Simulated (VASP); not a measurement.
Here is a VASP 6.6.1 calculation.

INCAR

```
SYSTEM = Fe
PREC = Accurate ; ENCUT = 520
EDIFF = 1E-8 ; ISMEAR = -1
SIGMA = 0.08 ; LREAL = .FALSE.
LASPH = .TRUE. ; NELM = 120
ALGO = Normal ; ISIF = 2
LWAVE = .FALSE. ; LCHARG = .FALSE.
GGA = PE ; LEFG = .TRUE.
NBANDS = 15 ; GGA_COMPAT = .FALSE.
```

The input KPOINTS:

```
Automatic mesh
0
G
  17 17 10
  0 0 0
```

File POSCAR:

```
Fe
1.0
    2.3611328578      0.0000000000      0.0000000000
   -1.1805664289      2.0448010365      0.0000000000
    0.0000000000      0.0000000000      3.8419344700
Fe
2
Direct
    0.3333333333      0.6666666667      0.2500000000
    0.6666666667      0.3333333333      0.7500000000
```

Potentials or basis: VASP PAW PBE potentials, release 64 (Fe).

Command:

```sh
$ cat potpaw_PBE.64/Fe/POTCAR > POTCAR
$ mpirun -np 1 vasp_std > vasp.out
```

(1) Estimate the band gap on the k mesh.

(2) Estimate the pressure.

Answers

(1) zero (band 8 reaches 9.09 eV, above the bottom of band 9 at 6.98 eV).

(2) 33.5 GPa.

Caveat: the cell differs from its parent crystal (equal xx and yy strain of -3 %); without QUAD_EFG the Cq values of the log hold for a quadrupole moment of 1 mb, not for the nuclei; the run has no spin polarisation, though such a crystal can be magnetic.
